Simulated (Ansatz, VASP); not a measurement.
## One calculation of SiMo6, two programs

The input INCAR:

```
SYSTEM = SiMo6
ALGO = Normal ; EDIFF = 1E-7
EDIFFG = -0.01 ; ENCUT = 600
GGA = PE ; IBRION = 2
ISIF = 3 ; ISMEAR = 0
LASPH = .True. ; LCHARG = .False.
LREAL = .False. ; LWAVE = .False.
NELM = 100 ; NSW = 100
PREC = Accurate ; SIGMA = 0.1
```

File KPOINTS:

```
k-points
0
Gamma
  6 6 6
  0 0 0
```

The input POSCAR:

```
SiMo6
1.0
    6.0125777343      0.0000000000      0.0000000000
    0.0000000000      6.0125777343      0.0000000000
    0.0000000000      0.0000000000      6.0125777343
Si Mo
1 6
Direct
    0.0000000000      0.0000000000      0.0000000000
    0.2002310282      0.5000000000      0.5000000000
    0.5000000000      0.2002310282      0.5000000000
    0.7997689718      0.5000000000      0.5000000000
    0.5000000000      0.7997689718      0.5000000000
    0.5000000000      0.5000000000      0.2002310282
    0.5000000000      0.5000000000      0.7997689718
```

Input for Ansatz:

```yaml
crystal:
  lattice:
    - [6.0125777343, 0.0, 0.0]
    - [0.0, 6.0125777343, 0.0]
    - [0.0, 0.0, 6.0125777343]
  atoms:
    - { symbol: Si, position: [0.0, 0.0, 0.0] }
    - { symbol: Mo, position: [0.2002310282, 0.5, 0.5] }
    - { symbol: Mo, position: [0.5, 0.2002310282, 0.5] }
    - { symbol: Mo, position: [0.7997689718, 0.5, 0.5] }
    - { symbol: Mo, position: [0.5, 0.7997689718, 0.5] }
    - { symbol: Mo, position: [0.5, 0.5, 0.2002310282] }
    - { symbol: Mo, position: [0.5, 0.5, 0.7997689718] }
basis:
  ecutwfc: 420
kpoints:
  mp_grid: { grid: [6, 6, 6] }
hamiltonian:
  xc: pbe
scf:
  occupations: { method: gaussian, width: 0.1 }
output:
  forces: true
  stress: true
  eigenvalues: true
relax:
  adjacent_minimum: "off"
  f_tol: 0.01
  max_steps: 80
  cell: { stress_tol: 0.05 }
```

Change from the starting cell: species swapped into the LaB6 type (Pm-3m, No. 221).

Alike in both runs: task relaxation of cell and atoms; functional PBE; k mesh 6 × 6 × 6; occupations gaussian, width 0.1 eV; no spin polarisation.

|  | VASP | Ansatz |
| --- | --- | --- |
| version | VASP 6.6.1 | Ansatz 0.2.0 |
| potentials or method | VASP PAW PBE potentials, release 64 (Si, Mo_sv), cutoff 600 eV | scalar-relativistic, plane waves, PAW |
| valence electrons in the cell | 88 | 88 |

Ansatz gave:

- gap on the k mesh at the Fermi level, each at its own relaxed structure (eV): none
- relaxed volume (Å³/atom): 31.10
- relaxed cell length with the largest relative difference (Å): 6.016

Question: What did VASP give for the same quantities?

Answer: gap on the k mesh at the Fermi level, each at its own relaxed structure (eV): none; relaxed volume (Å³/atom): 31.22; relaxed cell length with the largest relative difference (Å): 6.024.

A gap of «none» marks a metal or a gap that the smearing closes.
